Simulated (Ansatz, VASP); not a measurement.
# PbS in VASP and in Ansatz

```
CELL_PARAMETERS angstrom
3.65366 0.00000 0.00000
0.00000 3.65366 0.00000
0.00000 0.00000 3.65366
ATOMIC_POSITIONS crystal
Pb 0.00000 0.00000 0.00000
S 0.50000 0.50000 0.50000
```

Alike in both runs: task single point; functional PBE; k mesh 4 × 4 × 4; occupations fermi-dirac, width 0.03 eV; no spin polarisation.

```csv
,VASP,Ansatz
version,VASP 6.6.1,Ansatz 0.2.0
potentials or method,"VASP PAW PBE potentials, release 64 (Pb_d, S), cutoff 520 eV","all-electron LAPW, scalar-relativistic"
```

```tsv
	VASP	Ansatz	Ansatz less VASP
gap on the k mesh at the Fermi level (eV)	none	none	-
pressure (GPa)	-0.7	-0.6	+0.08
```

A gap of «none» marks a metal or a gap that the smearing closes. Ansatz ran all-electron here, and VASP with PAW potentials.

The k mesh is coarse, so the values compare programs but aren't converged. Spin-orbit coupling is off throughout. Noted on Ansatz's run: the k mesh is thin for a metal, which can move the energy by tens of meV per atom.
